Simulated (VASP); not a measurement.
MnS, 2 atoms in the cell. The structure is cubic, space group F-43m (No. 216). Conventional cell: a = 5.024 Å, b = 5.024 Å, c = 5.024 Å, α = 90.00°, β = 90.00°, γ = 90.00°. Within 2.9 Å of Mn (site symmetry -43m) lie 4 S at 2.18 Å. Within 2.9 Å of S (site symmetry -43m) lie 4 Mn at 2.18 Å. 

| Item | Value |
| --- | --- |
| Program | VASP 6.6.1 |
| Task | single point |
| Functional | RPBE |
| Potentials or basis | VASP PAW PBE potentials, release 64 (Mn_pv, S) |
| Cutoff | 500 eV |
| k mesh | 9 × 9 × 9 |
| Occupations | fermi-dirac, width 0.05 eV |
| Spin | collinear spin, ferromagnetic start |
| Starting moments | [4.0, 0.0] μB |
| Dipole correction | no |
| Further INCAR settings | ALGO = Normal; EDIFF = 1e-06; NBANDS = 20 |

Potentials or basis: VASP PAW PBE potentials, release 64 (Mn_pv, S).

The run is started by

```bash
$ cat potpaw_PBE.64/Mn_pv/POTCAR potpaw_PBE.64/S/POTCAR > POTCAR
$ mpirun -np 1 vasp_std > vasp.out
```

Hardware: 1 thread of Intel(R) Xeon(R) 6975P-C (Granite Rapids), with other jobs on the host.

Q: How long does it take, and how much memory?

A: Run time: 4.4 min on 1 thread of Intel(R) Xeon(R) 6975P-C (Granite Rapids) (shared host), peak memory 0.19 GiB. Counts: scf iterations 184, k points 35.
